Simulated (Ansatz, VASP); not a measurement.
Two plane-wave programs on BaO3

```
Ba O
1.0
     0.00000    3.15058    3.15058
     3.15058    0.00000    3.15058
     3.15058    3.15058    0.00000
Ba O
1 3
Direct
  0.50000 0.50000 0.50000
  0.25000 0.25000 0.25000
  0.75000 0.75000 0.75000
  0.00000 0.00000 0.00000
```

Alike in both runs: task single point; functional PBE; k mesh 12 × 12 × 12; occupations gaussian, width 0.1 eV; collinear spin.

```csv
,VASP,Ansatz
version,VASP 6.6.1,Ansatz 0.2.0
potentials or method,"VASP PAW PBE potentials, release 64 (Ba_sv, O), cutoff 520 eV","scalar-relativistic, plane waves, PAW"
valence electrons in the cell,28,28
```

|  | VASP | Ansatz | Ansatz less VASP |
| --- | --- | --- | --- |
| gap on the k mesh at the Fermi level (eV) | none | none | - |
| pressure (GPa) | 1.1 | 0.0 | -1.11 |
| net moment per atom (μB) | 1.00 | 1.00 | 0.000 |
| size of the moment on the site where the two differ most (μB) | 1.31 | 1.54 | +0.239 |

Site moments also hang on the region over which each program counts them. A gap of «none» marks a metal or a gap that the smearing closes. The functional is the same, so the differences come from potentials, cutoffs and numerics. Ansatz's warnings: stability check not made.

Neither program's run includes spin-orbit coupling.
